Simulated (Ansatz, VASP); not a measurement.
**One calculation of Sb, two programs**

```xyz
1
Lattice="3.1600 -0.0474 -0.0474 -0.0474 3.1600 -0.0474 -0.0474 -0.0474 3.1600" Properties=species:S:1:pos:R:3 pbc="T T T"
Sb    0.0000    0.0000    0.0000
```

Change from the starting cell: equal xy, yz and zx shear strains of -3 %.

Alike in both runs: task single point; functional PBEsol; k mesh 13 × 13 × 13; occupations fermi-dirac, width 0.05 eV; no spin polarisation.

|  | VASP | Ansatz |
| --- | --- | --- |
| version | VASP 6.6.1 | Ansatz 0.2.0 |
| potentials or method | VASP PAW PBE potentials, release 64 (Sb), cutoff 520 eV | all-electron LAPW, scalar-relativistic |

```tsv
	VASP	Ansatz	Ansatz less VASP
pressure (GPa)	-4.9	-4.9	-0.02
traceless stress, the component that is largest in VASP (GPa)	0.45	0.45	+0.002
```

VASP's potentials were made for PBE, not for PBEsol. Ansatz ran all-electron here, and VASP with PAW potentials.

Neither program's run includes spin-orbit coupling.
